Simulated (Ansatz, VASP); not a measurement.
**Ca2Pd: VASP beside Ansatz**

```xyz
6
Lattice="6.7682 0.0000 0.0000 0.0000 6.8984 0.0000 0.0000 0.0000 4.1591" Properties=species:S:1:pos:R:3 pbc="T T T"
Ca    1.7599    2.2807    0.0000
Ca    5.0083    4.6178    0.0000
Ca    5.1439    1.1686    2.0795
Ca    1.6242    5.7299    2.0795
Pd    0.0000    0.0000    0.0000
Pd    3.3841    3.4492    2.0795
```

Alike in both runs: functional PBE; k mesh 4 × 4 × 4; occupations gaussian, width 0.1 eV; no spin polarisation.

Ansatz relaxed the structure, and its values are those at the end. VASP's run is a single point on that final structure, the one shown.

|  | VASP | Ansatz |
| --- | --- | --- |
| version | VASP 6.6.1 | Ansatz 0.2.0 |
| potentials or method | VASP PAW PBE potentials, release 64 (Ca_sv, Pd), cutoff 520 eV | scalar-relativistic, plane waves, PAW |
| valence electrons in the cell | 60 | 76 |

```tsv
	VASP	Ansatz	Ansatz less VASP
gap on the k mesh at the Fermi level (eV)	none	none	-
pressure (GPa)	0.2	0.1	-0.06
rms of the force components (eV/Å)	0.011	0.009	-0.0013
```

A gap of «none» marks a metal or a gap that the smearing closes. The functional is the same, so the differences come from potentials, cutoffs and numerics. VASP's potentials hold 60 valence electrons a cell and Ansatz's 76, so a difference there can come from the potentials and not from the codes.

The k mesh is coarse, so the values compare programs but aren't converged.
